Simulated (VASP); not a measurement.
Crystal: EuS2.

```
CELL_PARAMETERS angstrom
0.00000 3.35890 3.35890
3.35890 0.00000 3.35890
3.35890 3.35890 0.00000
ATOMIC_POSITIONS crystal
Eu 0.00000 0.00000 0.00000
S 0.25000 0.25000 0.25000
S 0.75000 0.75000 0.75000
```

Base run:

```yaml
Program: VASP 6.6.1
Functional: PBE
Potentials_or_basis: VASP PAW PBE potentials, release 64 (Eu, S)
Cutoff: 520 eV
k_mesh: 8 × 8 × 8
Occupations: gaussian, width 0.05 eV
Spin: collinear spin, ferromagnetic start
Starting_moments: "[7.11, 0.06, 0.06] μB"
Hubbard_terms: Eu f U = 6.0 eV
```

Its results: pressure -0.9 GPa.

**Question.** The run is repeated on the same cell with these changes: spin from collinear spin, ferromagnetic start to no spin polarisation; further incar settings from ALGO = Normal; EDIFF = 1e-06; NBANDS = 26 to ALGO = Normal; EDIFF = 1e-06; NBANDS = 22. What comes out?

**Answer.** Pressure -2.6 GPa.

Caveats: a cell with one magnetic atom can't hold antiferromagnetic order, which such compounds often take (some runs); U without spin polarisation on a metal has little footing (some runs).
